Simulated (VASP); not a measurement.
A run of VASP 6.6.1:

INCAR

```
PREC = Accurate ; ENCUT = 520
EDIFF = 1E-8 ; ISMEAR = -1
SIGMA = 0.08 ; LREAL = F
LASPH = T ; NELM = 80
ALGO = Normal ; ISIF = 2
LWAVE = F ; LCHARG = F
GGA = CA ; LEFG = T
NBANDS = 33
```

Contents of KPOINTS:

```
Automatic mesh
0
Gamma
  13 13 13
```

File POSCAR:

```
TiO2
1.0
   -1.9296172664      1.9296172664      4.8502981963
    1.9296172664     -1.9296172664      4.8502981963
    1.9296172664      1.9296172664     -4.8502981963
Ti O
2 4
Direct
    0.0000000000      0.0000000000      0.0000000000
    0.7500000000      0.2500000000      0.5000000000
    0.2066000000      0.2066000000      0.0000000000
    0.9566000000      0.4566000000      0.5000000000
    0.5434000000      0.0434000000      0.5000000000
    0.7934000000      0.7934000000      0.0000000000
```

Potentials or basis: VASP PAW LDA potentials, release 64 (Ti_sv, O).

Command:

```bash
$ cat potpaw_LDA.64/Ti_sv/POTCAR potpaw_LDA.64/O/POTCAR > POTCAR
$ mpirun -np 1 vasp_std > vasp.out
```

Hardware: 1 thread of Intel Xeon 8259CL (shared host).

Q: How long does it take, and how much memory?

A: It took 22 min on 1 thread of Intel Xeon 8259CL, with other jobs on the host, peak memory 0.45 GiB. Counts: scf iterations 19, k points 196.
